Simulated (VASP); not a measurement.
# MnS (F-43m) in VASP: a series of runs, part 2 of 2

VASP 6.6.1. The steps go on from the part before.

### 6 Single point, PBEsol, collinear spin, ferromagnetic start

Contents of INCAR:

```
SYSTEM = MnS
PREC = Accurate ; ENCUT = 680
EDIFF = 1E-6 ; ISMEAR = -1
SIGMA = 0.05 ; LREAL = .FALSE.
LASPH = .TRUE. ; NELM = 200
ALGO = Normal ; ISIF = 2
LWAVE = .FALSE. ; LCHARG = .FALSE.
ISPIN = 2 ; MAGMOM = 2 0
LORBIT = 11 ; NUPDOWN = 2.0
LMAXMIX = 4 ; GGA = PS
NBANDS = 22 ; GGA_COMPAT = .FALSE.
```

Contents of KPOINTS:

```
Automatic mesh
0
G
  8 8 8
  0 0 0
```

Contents of POSCAR:

```
MnS
1.0
    0.0000000000      2.4734634191      2.4734634191
    2.4734634191      0.0000000000      2.4734634191
    2.4734634191      2.4734634191      0.0000000000
Mn S
1 1
Direct
    0.0000000000      0.0000000000      0.0000000000
    0.7500000000      0.7500000000      0.7500000000
```

Potentials or basis: VASP PAW PBE potentials, release 64 (Mn_sv, S).

On the command line:

```sh
$ cat potpaw_PBE.64/Mn_sv/POTCAR potpaw_PBE.64/S/POTCAR > POTCAR
$ mpirun -np 1 vasp_std > vasp.out
```

OUTCAR:

```text
SYSTEM = MnS
   PREC = Accurate
   ENCUT = 680
   EDIFF = 1E-6
   ISMEAR = -1
   LREAL = .FALSE.
   LASPH = .TRUE.
   NELM = 200
   ISIF = 2
   ISPIN = 2
   LORBIT = 11
   NUPDOWN = 2.0
   GGA = PS

 ion  position               nearest neighbor table
   1  0.000  0.000  0.000-   2 2.14   2 2.14   2 2.14   2 2.14
   2  0.750  0.750  0.750-   1 2.14   1 2.14   1 2.14   1 2.14

  LATTYP: Found a face centered cubic cell.
 ALAT       =     4.9469268382

  Lattice vectors:

 A1 = (   0.0000000000,   2.4734634191,   2.4734634191)
 A2 = (   2.4734634191,   0.0000000000,   2.4734634191)
 A3 = (   2.4734634191,   2.4734634191,   0.0000000000)

Analysis of symmetry for initial positions (statically):
=====================================================================
 Subroutine PRICEL returns:
 Original cell was already a primitive cell.

 Routine SETGRP: Setting up the symmetry group for a
 face centered cubic supercell.

 Subroutine GETGRP returns: Found 24 space group operations
 (whereof 24 operations were pure point group operations)
 out of a pool of 48 trial point group operations.

The static configuration has the point symmetry T_d .

Analysis of symmetry for dynamics (positions and initial velocities):
=====================================================================
 Subroutine PRICEL returns:
 Original cell was already a primitive cell.

 Routine SETGRP: Setting up the symmetry group for a
 face centered cubic supercell.

 Subroutine GETGRP returns: Found 24 space group operations
 (whereof 24 operations were pure point group operations)
 out of a pool of 48 trial point group operations.

The dynamic configuration has the point symmetry T_d .

Analysis of structural, dynamic, and magnetic symmetry:
=====================================================================
 Subroutine PRICEL returns:
 Original cell was already a primitive cell.

 Routine SETGRP: Setting up the symmetry group for a
 face centered cubic supercell.

 Subroutine GETGRP returns: Found 24 space group operations
[... 146 lines left out ...]
  ---------------------------------------------------
  free energy    TOTEN  =       -14.69126370 eV

  energy without entropy =      -14.66729351  energy(sigma->0) =      -14.67927860

 E-fermi :   8.7485     XC(G=0): -11.4671

 val. band max:        8.9537719256   @ k =  -0.3750   0.2500   0.1250
 cond. band min:       8.7643629351   @ k =   0.5000   0.3750   0.1250
 fundamental gap:     -0.1894089904
 Fermi energy:         9.0132058408

 spin component 1

 k-point     1 :       0.0000    0.0000    0.0000
  band No.  band energies     occupation
      1     -71.0777      1.00000
      2     -39.9890      1.00000
      3     -39.9890      1.00000
      4     -39.9890      1.00000
      5      -6.7295      1.00000
      6       3.5356      1.00000
[... 589 lines left out ...]
     21      27.0412      0.00000
     22      29.1221      0.00000

 [... further k-points ...]

 spin component 2

 k-point     1 :       0.0000    0.0000    0.0000
  band No.  band energies     occupation
      1     -69.0648      1.00000
      2     -38.0187      1.00000
      3     -38.0187      1.00000
      4     -38.0187      1.00000
      5      -6.6337      1.00000
      6       4.1589      1.00000
[... 589 lines left out ...]
     21      27.4570      0.00000
     22      29.5171      0.00000

 [... further k-points ...]

------------------------ aborting loop because EDIFF is reached ----------------------------------------

  FORCE on cell =-STRESS in cart. coord.  units (eV):
  Direction    XX          YY          ZZ          XY          YZ          ZX
  --------------------------------------------------------------------------------------
  -------------------------------------------------------------------------------------
  Total        1.2763682      1.2763682      1.2763682      0.0000000     -0.0000000     -0.0000000
  in kB       67.5678505     67.5678505     67.5678505      0.0000000     -0.0000000     -0.0000000
  external PRESSURE =      67.5678505 kB  Pullay stress =       0.0000000 kB

 VOLUME and BASIS-vectors are now :
 -----------------------------------------------------------------------------
  energy-cutoff  :      680.00
  volume of cell :       30.27
      direct lattice vectors                 reciprocal lattice vectors
     0.000000000  2.473463419  2.473463419    -0.202145702  0.202145702  0.202145702
     2.473463419  0.000000000  2.473463419     0.202145702 -0.202145702  0.202145702
     2.473463419  2.473463419  0.000000000     0.202145702  0.202145702 -0.202145702

 POSITION                                       TOTAL-FORCE (eV/Angst)
 -----------------------------------------------------------------------------------
      0.00000      0.00000      0.00000         0.000000      0.000000      0.000000
      3.71020      3.71020      3.71020        -0.000000     -0.000000     -0.000000
 -----------------------------------------------------------------------------------
    total drift:                                0.000000      0.000000      0.000001

  FREE ENERGIE OF THE ION-ELECTRON SYSTEM (eV)
  ---------------------------------------------------
  free  energy   TOTEN  =       -14.6912636968 eV

  energy  without entropy=      -14.6672935062  energy(sigma->0) =      -14.67927860

 total charge

# of ion       s       p       d       tot
------------------------------------------
    1        2.209   6.060   4.839  13.107
    2        1.320   2.431   0.000   3.751
--------------------------------------------------
tot          3.529   8.490   4.839  16.858

 magnetization (x)

# of ion       s       p       d       tot
------------------------------------------
    1        0.025   0.015   1.777   1.817
    2        0.000  -0.047   0.000  -0.047
--------------------------------------------------
tot          0.025  -0.032   1.777   1.770
```

stdout:

```text
POSCAR found type information on POSCAR MnS
 POSCAR found :  2 types and       2 ions
 scaLAPACK will be used
 -----------------------------------------------------------------------------
|                                                                             |
|                                                                             |
|     You enforced a specific xc type in the INCAR file but a different       |
|     I HOPE YOU KNOW WHAT YOU ARE DOING!                                     |
|                                                                             |
 -----------------------------------------------------------------------------

 LDA part: xc-table for (Slater+PW92), standard interpolation
 POSCAR, INCAR and KPOINTS ok, starting setup
 FFT: planning ... GRIDC
 FFT: planning ... GRID_SOFT
 FFT: planning ... GRID
 WAVECAR not read
 entering main loop
```

Wall time 31 s (1 thread of Intel Xeon 6975P-C (Granite Rapids), shared host); peak memory 0.21 GiB.

What came out:

* Free energy: -14.6913 eV
* Pressure: 6.8 GPa
* Net moment: 2.00 μB per cell
* Site moments: Mn +1.82; S -0.05 μB
* Valence electrons inside the program's atomic spheres: Mn 13.11; S 3.75

Caveat: the cell stands under pressure; the PAW data sets were made with another functional, which shifts forces and pressure a little; the total moment is fixed, so each spin has its own Fermi level and the state may be an excited one; a cell with one magnetic atom can't hold antiferromagnetic order, which such compounds often take.

### 7 Summary

```csv
level,potentials or basis,fixed moment (μB),cell,k mesh,cutoff (eV),gap on the mesh (eV),pressure (GPa),moment (μB)
r2SCAN,"VASP PAW PBE potentials, release 64 (Mn_pv, S)",-,"a = 3.544 Å, angles 60.0°, 2 atoms",9 × 9 × 9,520,none,-2.1,1.02
r2SCAN,"VASP PAW PBE potentials, release 64 (Mn_pv, S)",-,"a = 3.567 Å, angles 60.0°, 2 atoms",9 × 9 × 9,520,none,-5.1,0.90
PBEsol,"VASP PAW PBE potentials, release 64 (Mn_sv, S)",2.0,"a = 3.498 Å, angles 60.0°, 2 atoms",8 × 8 × 8,680,-,6.8,2.00
```

Alike in all rows: task single point; spin collinear, ferromagnetic start; smearing fermi-dirac 0.05 eV.

Caveats: the PAW data sets were made with another functional, which shifts forces and pressure a little; a cell with one magnetic atom can't hold antiferromagnetic order, which such compounds often take; semilocal functionals often make such compounds metallic where correlation or magnetic order opens a gap, which also shifts bond lengths (at least some runs); the cell stands under tension (at least some runs); the cell stands under pressure (at least some runs); the total moment is fixed, so each spin has its own Fermi level and the state may be an excited one (at least some runs).

Total energies depend on the potentials used, so only differences within one code and one set of settings carry meaning.

The gap in the log of VASP goes by the Fermi energy; the results here count the filled bands.